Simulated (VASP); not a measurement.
# BaO (Fm-3m) in VASP: further runs

Runs on BaO. Level: PBEsol. Tasks: single point.

All numbers are computed with VASP 6.6.1; they aren't measurements. Logs are shortened: lines on timing, memory, paths and dates and some standing lists are left out, and cuts for length are marked.

## Step 1: The cell of the first run

It takes space group Fm-3m (No. 225, cubic). The conventional cell has a = 5.720 Å, b = 5.720 Å, c = 5.720 Å, α = 90.00°, β = 90.00°, γ = 90.00°. Ba (site symmetry m-3m) has 6 O at 2.86 Å within 3.8 Å. O (site symmetry m-3m) has 6 Ba at 2.86 Å within 3.8 Å.

## Step 2: Single point, PBEsol (strain +0.040 along x and y, +0.040 along z)

The input, INCAR:

```
SYSTEM = BaO
PREC = Accurate ; ENCUT = 600
EDIFF = 1E-6 ; ISMEAR = 0
SIGMA = 0.05 ; LREAL = .FALSE.
LASPH = .TRUE. ; NELM = 120
ALGO = Normal ; ISIF = 2
LWAVE = .FALSE. ; LCHARG = .FALSE.
GGA = PS ; NBANDS = 15
GGA_COMPAT = .FALSE.
```

The input, KPOINTS:

```
Automatic mesh
0
G
  8 8 8
  0 0 0
```

The input, POSCAR:

```
BaO
1.0
    0.0000000000      2.8600000000      2.8600000000
    2.8600000000      0.0000000000      2.8600000000
    2.8600000000      2.8600000000      0.0000000000
Ba O
1 1
Direct
    0.0000000000      0.0000000000      0.0000000000
    0.5000000000      0.5000000000      0.5000000000
```

Potentials or basis: VASP PAW PBE potentials, release 64 (Ba_sv, O).

Started as:

```
> cat potpaw_PBE.64/Ba_sv/POTCAR potpaw_PBE.64/O/POTCAR > POTCAR
> mpirun -np 1 vasp_std > vasp.out
```

OUTCAR:

```text
SYSTEM = BaO
   PREC = Accurate
   ENCUT = 600
   EDIFF = 1E-6
   ISMEAR = 0
   LREAL = .FALSE.
   LASPH = .TRUE.
   NELM = 120
   ISIF = 2
   GGA = PS

 ion  position               nearest neighbor table
   1  0.000  0.000  0.000-   2 2.86   2 2.86   2 2.86   2 2.86   2 2.86   2 2.86
   2  0.500  0.500  0.500-   1 2.86   1 2.86   1 2.86   1 2.86   1 2.86   1 2.86

  LATTYP: Found a face centered cubic cell.
 ALAT       =     5.7200000000

  Lattice vectors:

 A1 = (   0.0000000000,   2.8600000000,   2.8600000000)
 A2 = (   2.8600000000,   0.0000000000,   2.8600000000)
 A3 = (   2.8600000000,   2.8600000000,   0.0000000000)

Analysis of symmetry for initial positions (statically):
=====================================================================
 Subroutine PRICEL returns:
 Original cell was already a primitive cell.

 Routine SETGRP: Setting up the symmetry group for a
 face centered cubic supercell.

 Subroutine GETGRP returns: Found 48 space group operations
 (whereof 48 operations were pure point group operations)
 out of a pool of 48 trial point group operations.

The static configuration has the point symmetry O_h .

Analysis of symmetry for dynamics (positions and initial velocities):
=====================================================================
 Subroutine PRICEL returns:
 Original cell was already a primitive cell.

 Routine SETGRP: Setting up the symmetry group for a
 face centered cubic supercell.

 Subroutine GETGRP returns: Found 48 space group operations
 (whereof 48 operations were pure point group operations)
 out of a pool of 48 trial point group operations.

The dynamic configuration has the point symmetry O_h .

 Subroutine INISYM returns: Found 48 space group operations
 (whereof 48 operations are pure point group operations),
 and found     1 'primitive' translations

----------------------------------------------------------------------------------------

                                     Primitive cell

  volume of cell :      46.7873

  direct lattice vectors                    reciprocal lattice vectors
     0.000000000  2.860000000  2.860000000    -0.174825175  0.174825175  0.174825175
     2.860000000  0.000000000  2.860000000     0.174825175 -0.174825175  0.174825175
     2.860000000  2.860000000  0.000000000     0.174825175  0.174825175 -0.174825175

  length of vectors
     4.044650788  4.044650788  4.044650788     0.302806085  0.302806085  0.302806085

  position of ions in fractional coordinates (direct lattice)
     0.000000000  0.000000000  0.000000000
     0.500000000  0.500000000  0.500000000

  ion indices of the primitive-cell ions
   primitive index   ion index
                 1           1
                 2           2

----------------------------------------------------------------------------------------

 KPOINTS: Automatic mesh

Automatic generation of k-mesh.
 Grid dimensions read from file:
 generate k-points for:    8    8    8

 Generating k-lattice:

  Cartesian coordinates                     Fractional coordinates (reciprocal lattice)
    -0.021853147  0.021853147  0.021853147     0.125000000  0.000000000  0.000000000
     0.021853147 -0.021853147  0.021853147     0.000000000  0.125000000  0.000000000
     0.021853147  0.021853147 -0.021853147     0.000000000  0.000000000  0.125000000

  Length of vectors
     0.037850761  0.037850761  0.037850761

  Shift w.r.t. Gamma in fractional coordinates (k-lattice)
     0.000000000  0.000000000  0.000000000

 Subroutine IBZKPT returns following result:
 ===========================================

 Found     29 irreducible k-points:

 Following reciprocal coordinates:
            Coordinates               Weight
  0.000000  0.000000  0.000000      1.000000
  0.125000  0.000000  0.000000      8.000000
  0.250000  0.000000  0.000000      8.000000
  0.375000  0.000000  0.000000      8.000000
  0.500000  0.000000  0.000000      4.000000
  0.125000  0.125000  0.000000      6.000000
[... 16 lines left out ...]
  0.500000  0.250000  0.125000     48.000000
 -0.375000  0.250000  0.125000     24.000000
 [... further k-points ...]
   k-points           NKPTS =     29   k-points in BZ     NKDIM =     29   number of bands    NBANDS=     15
   number of dos      NEDOS =    301   number of ions     NIONS =      2
   total plane-waves  NPLWV =  32768
   dimension x,y,z NGX =    32 NGY =   32 NGZ =   32
   dimension x,y,z NGXF=    64 NGYF=   64 NGZF=   64
   ions per type =               1   1
   NGX,Y,Z   is equivalent  to a cutoff of  13.15, 13.15, 13.15 a.u.
   NGXF,Y,Z  is equivalent  to a cutoff of  26.31, 26.31, 26.31 a.u.
 SYSTEM =  BaO
   PREC   = accura    normal or accurate (medium, high low for compatibility)
   ISTART =      0    job   : 0-new  1-cont  2-samecut
   ICHARG =      2    charge: 1-file 2-atom 10-const
   ISPIN  =      1    spin polarized calculation?
   LNONCOLLINEAR =      F non collinear calculations
   LSORBIT =      F    spin-orbit coupling
   LASPH  =      T    aspherical Exc in radial PAW
   ENCUT  =  600.0 eV  44.10 Ry    6.64 a.u.   8.08  8.08  8.08*2*pi/ulx,y,z
   NELM   =    120;   NELMIN=  2; NELMDL= -5     # of ELM steps
   EDIFF  = 0.1E-05   stopping-criterion for ELM
   LREAL  =      F    real-space projection
[... 7 lines left out ...]
   TEBEG  =    0.0;   TEEND  =   0.0 temperature during run
   PSTRESS=    0.0 pullay stress
   NELECT =      16.0000    total number of electrons
   NUPDOWN=      -1.0000    fix difference up-down
   EMIN   =  10.00;   EMAX   =-10.00  energy-range for DOS
   EFERMI =   0.00;   METHOD = LEGACY
   ISMEAR =     0;   SIGMA  =   0.05  broadening in eV -4-tet -1-fermi 0-gaus
   EFERMI_NEDOS =   21; number of points for ismear=-14 and -15
   IALGO  =     38    algorithm
   IMIX   =      4    mixing-type and parameters
     AMIX     =   0.40;   BMIX     =  1.00
     AMIX_MAG =   1.60;   BMIX_MAG =  1.00
  volume/ion in A,a.u.               =      23.39       157.87
  Fermi-wavevector in a.u.,A,eV,Ry     =   1.144824  2.163404 17.832100  1.310622
  Thomas-Fermi vector in A             =   2.281515
   LORBIT       =      0    0 simple, 1 ext, 2 COOP (PROOUT), +10 PAW based schemes
   GGA     = PS    functional components
   LHFCALC =     F    Hartree Fock is set to
   AEXX    =    0.0000 exact exchange contribution
   IVDW    =     0    specifies the selected vdW correction
   LEPSILON=     F    determine dielectric tensor
   LRPA    =     F    only Hartree local field effects (RPA)
 non-spin polarized calculation
 Gauss-broadening in eV      SIGMA  =   0.05
  energy-cutoff  :      600.00
  volume of cell :       46.79
 maximum number of plane-waves:      1588
   NGX = 17   NGY = 17   NGZ = 17

 number of electron      16.0000000 magnetization

 Free energy of the ion-electron system (eV)
  ---------------------------------------------------
  ext. energy  EPLUGINS =         0.00000000
  ---------------------------------------------------
  free energy    TOTEN  =       -12.31139287 eV

  energy without entropy =      -12.31139287  energy(sigma->0) =      -12.31139287

 E-fermi :   1.2883     XC(G=0):  -9.4135

 val. band max:        1.0749843316   @ k =   0.5000   0.5000   0.0000
 cond. band min:       3.2416818956   @ k =   0.5000   0.5000   0.0000
 fundamental gap:      2.1666975640
 Fermi energy:         1.2882618844

 k-point     1 :       0.0000    0.0000    0.0000
  band No.  band energies     occupation
      1     -24.7999      2.00000
      2     -13.5763      2.00000
      3      -9.4514      2.00000
      4      -9.4514      2.00000
      5      -9.4514      2.00000
      6       0.9542      2.00000
      7       0.9542      2.00000
      8       0.9542      2.00000
      9       4.0688      0.00000
     10       5.7481      0.00000
     11       5.7481      0.00000
     12       5.7481      0.00000
     13       7.8003      0.00000
     14       7.8003      0.00000
     15      10.7531      0.00000

 k-point     2 :       0.1250    0.0000    0.0000
  band No.  band energies     occupation
      1     -24.7755      2.00000
      2     -13.6540      2.00000
      3      -9.4827      2.00000
      4      -9.4667      2.00000
      5      -9.4667      2.00000
      6       0.6215      2.00000
      7       0.7844      2.00000
      8       0.7844      2.00000
      9       4.6890      0.00000
     10       5.6143      0.00000
     11       6.0098      0.00000
     12       6.0098      0.00000
     13       8.1416      0.00000
     14       8.1416      0.00000
     15      11.6305      0.00000

 k-point     3 :       0.2500    0.0000    0.0000
  band No.  band energies     occupation
      1     -24.7158      2.00000
      2     -13.8416      2.00000
      3      -9.5534      2.00000
      4      -9.5031      2.00000
      5      -9.5031      2.00000
      6       0.0257      2.00000
      7       0.4195      2.00000
      8       0.4195      2.00000
      9       5.4495      0.00000
     10       6.2189      0.00000
     11       6.7135      0.00000
     12       6.7135      0.00000
     13       8.9986      0.00000
     14       8.9986      0.00000
     15      13.4932      0.00000

 k-point     4 :       0.3750    0.0000    0.0000
  band No.  band energies     occupation
      1     -24.6546      2.00000
      2     -14.0296      2.00000
      3      -9.6178      2.00000
      4      -9.5386      2.00000
      5      -9.5386      2.00000
      6      -0.4419      2.00000
      7       0.1010      2.00000
      8       0.1010      2.00000
      9       5.6759      0.00000
     10       7.5485      0.00000
     11       7.5485      0.00000
     12       7.7723      0.00000
     13      10.1074      0.00000
     14      10.1074      0.00000
     15      14.0618      0.00000
[... 307 lines left out ...]
 k-point    22 :       0.3750    0.2500    0.1250
  band No.  band energies     occupation
      1     -24.6726      2.00000
      2     -13.8624      2.00000
      3      -9.7701      2.00000
      4      -9.6500      2.00000
      5      -9.5652      2.00000
      6      -0.0817      2.00000
      7       0.3803      2.00000
      8       0.8548      2.00000
      9       4.7490      0.00000
     10       6.2367      0.00000
     11       7.5030      0.00000
     12       7.7407      0.00000
     13       9.2417      0.00000
     14       9.8058      0.00000
     15      14.8402      0.00000

 k-point    23 :       0.5000    0.2500    0.1250
  band No.  band energies     occupation
      1     -24.6243      2.00000
      2     -13.9399      2.00000
      3      -9.9122      2.00000
      4      -9.8226      2.00000
      5      -9.5549      2.00000
      6      -0.0899      2.00000
      7       0.2038      2.00000
      8       0.6931      2.00000
      9       5.1809      0.00000
     10       6.7094      0.00000
     11       7.9881      0.00000
     12       8.2555      0.00000
     13      10.0251      0.00000
     14      11.2867      0.00000
     15      13.0267      0.00000

 k-point    24 :      -0.3750    0.2500    0.1250
  band No.  band energies     occupation
      1     -24.6040      2.00000
      2     -13.9724      2.00000
      3      -9.9359      2.00000
      4      -9.9268      2.00000
      5      -9.5508      2.00000
      6      -0.1531      2.00000
      7       0.3631      2.00000
      8       0.4401      2.00000
      9       5.7879      0.00000
     10       6.3523      0.00000
     11       8.3587      0.00000
     12       8.5911      0.00000
     13      10.5328      0.00000
     14      12.0649      0.00000
     15      12.2909      0.00000

 [... further k-points ...]

------------------------ aborting loop because EDIFF is reached ----------------------------------------

  FORCE on cell =-STRESS in cart. coord.  units (eV):
  Direction    XX          YY          ZZ          XY          YZ          ZX
  --------------------------------------------------------------------------------------
  -------------------------------------------------------------------------------------
  Total       -1.7764786     -1.7764786     -1.7764786      0.0000000      0.0000000     -0.0000000
  in kB      -60.8334537    -60.8334537    -60.8334537      0.0000000      0.0000000     -0.0000000
  external PRESSURE =     -60.8334537 kB  Pullay stress =       0.0000000 kB

 VOLUME and BASIS-vectors are now :
 -----------------------------------------------------------------------------
  energy-cutoff  :      600.00
  volume of cell :       46.79
      direct lattice vectors                 reciprocal lattice vectors
     0.000000000  2.860000000  2.860000000    -0.174825175  0.174825175  0.174825175
     2.860000000  0.000000000  2.860000000     0.174825175 -0.174825175  0.174825175
     2.860000000  2.860000000  0.000000000     0.174825175  0.174825175 -0.174825175

 POSITION                                       TOTAL-FORCE (eV/Angst)
 -----------------------------------------------------------------------------------
      0.00000      0.00000      0.00000         0.000000     -0.000000     -0.000000
      2.86000      2.86000      2.86000         0.000000      0.000000      0.000000
 -----------------------------------------------------------------------------------
    total drift:                                0.000000     -0.000000      0.000000

  FREE ENERGIE OF THE ION-ELECTRON SYSTEM (eV)
  ---------------------------------------------------
  free  energy   TOTEN  =       -12.3113928722 eV

  energy  without entropy=      -12.3113928722  energy(sigma->0) =      -12.31139287
```

Run time: 27 s. Hardware: 1 thread of Intel Xeon 8259CL, shared host; peak memory 0.16 GiB.

Results:

```yaml
Free_energy: -12.3114 eV
Pressure: -6.1 GPa
Band_gap_on_the_k_mesh: 2.17 eV
```

Caveat: the cell differs from its parent crystal (strain +0.040 along x and y, +0.040 along z); the cell stands under tension; the PAW data sets were made with another functional, which shifts forces and pressure a little; spin-orbit coupling is left out, which moves the levels of the heavy elements.

## Step 3: Single point, PBEsol (strain +0.080 along x and y, +0.080 along z)

The input, INCAR:

```
PREC = Accurate
ENCUT = 600
EDIFF = 1E-6
ISMEAR = 0
SIGMA = 0.05
LREAL = False
LASPH = True
NELM = 120
ALGO = Normal
ISIF = 2
LWAVE = False
LCHARG = True
GGA = PS
LELF = True
LVHAR = True
NBANDS = 15
GGA_COMPAT = False
```

The input, KPOINTS:

```
regular mesh
0
Gamma
  8 8 8
```

The input, POSCAR:

```
BaO
1.0
    0.0000000000      2.9700000000      2.9700000000
    2.9700000000      0.0000000000      2.9700000000
    2.9700000000      2.9700000000      0.0000000000
Ba O
1 1
Direct
    0.0000000000      0.0000000000      0.0000000000
    0.5000000000      0.5000000000      0.5000000000
```

Potentials or basis: VASP PAW PBE potentials, release 64 (Ba_sv, O).

Started as:

```
> cat potpaw_PBE.64/Ba_sv/POTCAR potpaw_PBE.64/O/POTCAR > POTCAR
> mpirun -np 1 vasp_std > vasp.out
```

OUTCAR:

```text
PREC = Accurate
   ENCUT = 600
   EDIFF = 1E-6
   ISMEAR = 0
   LREAL = False
   LASPH = True
   NELM = 120
   ISIF = 2
   GGA = PS

 ion  position               nearest neighbor table
   1  0.000  0.000  0.000-   2 2.97   2 2.97   2 2.97   2 2.97   2 2.97   2 2.97
   2  0.500  0.500  0.500-   1 2.97   1 2.97   1 2.97   1 2.97   1 2.97   1 2.97

  LATTYP: Found a face centered cubic cell.
 ALAT       =     5.9400000000

  Lattice vectors:

 A1 = (   0.0000000000,   2.9700000000,   2.9700000000)
[... 619 lines left out ...]
------------------------ aborting loop because EDIFF is reached ----------------------------------------

  FORCE on cell =-STRESS in cart. coord.  units (eV):
  Direction    XX          YY          ZZ          XY          YZ          ZX
  --------------------------------------------------------------------------------------
  -------------------------------------------------------------------------------------
  Total       -3.2527498     -3.2527498     -3.2527498      0.0000000      0.0000000     -0.0000000
  in kB      -99.4630778    -99.4630778    -99.4630778      0.0000000      0.0000000     -0.0000000
  external PRESSURE =     -99.4630778 kB  Pullay stress =       0.0000000 kB

 VOLUME and BASIS-vectors are now :
 -----------------------------------------------------------------------------
  energy-cutoff  :      600.00
  volume of cell :       52.40
      direct lattice vectors                 reciprocal lattice vectors
     0.000000000  2.970000000  2.970000000    -0.168350168  0.168350168  0.168350168
     2.970000000  0.000000000  2.970000000     0.168350168 -0.168350168  0.168350168
     2.970000000  2.970000000  0.000000000     0.168350168  0.168350168 -0.168350168

 POSITION                                       TOTAL-FORCE (eV/Angst)
 -----------------------------------------------------------------------------------
      0.00000      0.00000      0.00000         0.000000      0.000000     -0.000000
      2.97000      2.97000      2.97000         0.000000      0.000000      0.000000
 -----------------------------------------------------------------------------------
    total drift:                                0.000000      0.000000      0.000000

  FREE ENERGIE OF THE ION-ELECTRON SYSTEM (eV)
  ---------------------------------------------------
  free  energy   TOTEN  =       -12.0257974843 eV

  energy  without entropy=      -12.0257974843  energy(sigma->0) =      -12.02579748
```

OSZICAR:

```text
N       E                     dE             d eps       ncg     rms          rms(c)
DAV:   1     0.910353169256E+02    0.91035E+02   -0.81173E+03   870   0.107E+03
DAV:   2    -0.918787321059E+01   -0.10022E+03   -0.88745E+02  1291   0.200E+02
DAV:   3    -0.143380161990E+02   -0.51501E+01   -0.51113E+01  1068   0.474E+01
DAV:   4    -0.144128535950E+02   -0.74837E-01   -0.74829E-01  1095   0.577E+00
DAV:   5    -0.144144951006E+02   -0.16415E-02   -0.16415E-02  1038   0.752E-01    0.855E+00
DAV:   6    -0.124441065227E+02    0.19704E+01   -0.89263E+00   905   0.186E+01    0.645E+00
DAV:   7    -0.120792464395E+02    0.36486E+00   -0.98088E-01   996   0.695E+00    0.178E+00
DAV:   8    -0.120371422583E+02    0.42104E-01   -0.15231E-01  1066   0.354E+00    0.783E-01
DAV:   9    -0.120247449715E+02    0.12397E-01   -0.19737E-02  1038   0.124E+00    0.200E-01
DAV:  10    -0.120258026545E+02   -0.10577E-02   -0.27864E-03   940   0.393E-01    0.439E-02
DAV:  11    -0.120258057985E+02   -0.31440E-05   -0.85599E-05  1101   0.684E-02    0.315E-02
DAV:  12    -0.120257982092E+02    0.75893E-05   -0.13382E-05   947   0.293E-02    0.591E-03
DAV:  13    -0.120257974843E+02    0.72487E-06   -0.25373E-06  1101   0.107E-02
   1 F= -.12025797E+02 E0= -.12025797E+02  d E =-.124446E-13
```

stdout:

```text
POSCAR found type information on POSCAR BaO
 POSCAR found :  2 types and       2 ions
 scaLAPACK will be used
 -----------------------------------------------------------------------------
|                                                                             |
|                                                                             |
|     You enforced a specific xc type in the INCAR file but a different       |
|     I HOPE YOU KNOW WHAT YOU ARE DOING!                                     |
|                                                                             |
 -----------------------------------------------------------------------------

 LDA part: xc-table for (Slater+PW92), standard interpolation
 POSCAR, INCAR and KPOINTS ok, starting setup
 FFT: planning ... GRIDC
 FFT: planning ... GRID_SOFT
 FFT: planning ... GRID
 WAVECAR not read
 entering main loop
```

Wall time 41 s (1 thread of Intel Xeon 8259CL, shared host); peak memory 0.18 GiB.

Results:

```yaml
Free_energy: -12.0258 eV
Pressure: -9.9 GPa
Band_gap_on_the_k_mesh: 2.30 eV
```

Levels at points of the mesh, in eV from the valence-band top:
```csv
k point,band 5,band 6,band 7,band 8,band 9,band 10,band 11,band 12
"(0.00, 0.00, 0.00)",-10.93,-0.01,-0.01,-0.01,2.48,4.53,4.53,4.53
"(0.50, 0.00, 0.00)",-11.01,-1.43,-0.82,-0.82,4.47,6.39,6.39,6.76
"(0.50, 0.50, 0.00)",-11.24,-0.09,0.00,0.00,2.30,5.04,7.83,7.88
```

Caveat: the cell differs from its parent crystal (strain +0.080 along x and y, +0.080 along z); the cell stands under tension; the PAW data sets were made with another functional, which shifts forces and pressure a little; spin-orbit coupling is left out, which moves the levels of the heavy elements.
